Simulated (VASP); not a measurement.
Runs of VASP 6.6.1 on ZnSe. The structure is that of space group F-43m (No. 216), or close to it. The cells are those of the table. 

```tsv
task	cell	cutoff (eV)	gap on the mesh (eV)	pressure (GPa)
relaxation of cell and atoms	relaxed to 15 GPa from a = 4.006 Å, angles 60.0°, 2 atoms	600	2.61	15.0
relaxation of cell and atoms	relaxed to 2 GPa from a = 4.006 Å, angles 60.0°, 2 atoms	600	1.99	2.0
relaxation of cell and atoms	relaxed to 10 GPa from a = 4.006 Å, angles 60.0°, 2 atoms	600	2.40	10.0
single point	a = 3.968 Å, angles 60.0°, 2 atoms	520	(b)	2.1
relaxation of cell and atoms	relaxed to 7 GPa from a = 4.006 Å, angles 60.0°, 2 atoms	600	(a)	7.0
```

Alike in all rows: level r2SCAN; potentials or basis VASP PAW PBE potentials, release 64 (Zn, Se); no spin polarisation; k mesh 8 × 8 × 8; smearing gaussian 0.01 eV.

**Question.** Fill in the values left out.

**Answer.** (a) 2.26; (b) 2.00.

Caveats: the PAW data sets were made with another functional, which shifts forces and pressure a little; the cell is relaxed towards a set pressure, so the enthalpy falls and the energy may rise (some runs).

A k mesh can miss the band edges, and the runs leave out spin-orbit coupling on Se.
